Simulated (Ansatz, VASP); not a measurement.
Two plane-wave programs on SiC

```xyz
2
Lattice="0.0000 2.2434 2.1344 2.2434 0.0000 2.1344 2.2434 2.2434 0.0000" Properties=species:S:1:pos:R:3 pbc="T T T"
Si    0.0000    0.0000    0.0000
C     1.1217    1.1217    1.0672
```

Change from the starting cell: epitaxial_xy strain +3.0%.

Alike in both runs: task single point; functional HSE06; k mesh 8 × 8 × 8; no spin polarisation.

|  | VASP | Ansatz |
| --- | --- | --- |
| version | VASP 6.6.1 | Ansatz 0.2.0 |
| potentials or method | VASP PAW PBE potentials, release 64 (Si, C) | plane waves, PAW |
| plane-wave cutoff (eV) | 520 | 420 |
| occupations | gaussian, width 0.01 eV | fixed |
| valence electrons in the cell | 8 | 8 |

|  | VASP | Ansatz | Ansatz less VASP |
| --- | --- | --- | --- |
| gap on the k mesh at the Fermi level (eV) | 1.75 | 1.74 | -0.003 |
| pressure (GPa) | -9.9 | -9.5 | +0.33 |
| traceless stress, the component that is largest in VASP (GPa) | 8.28 | 8.23 | -0.050 |

Ansatz's warnings: stress exchange threshold loose, stress scf threshold loose.
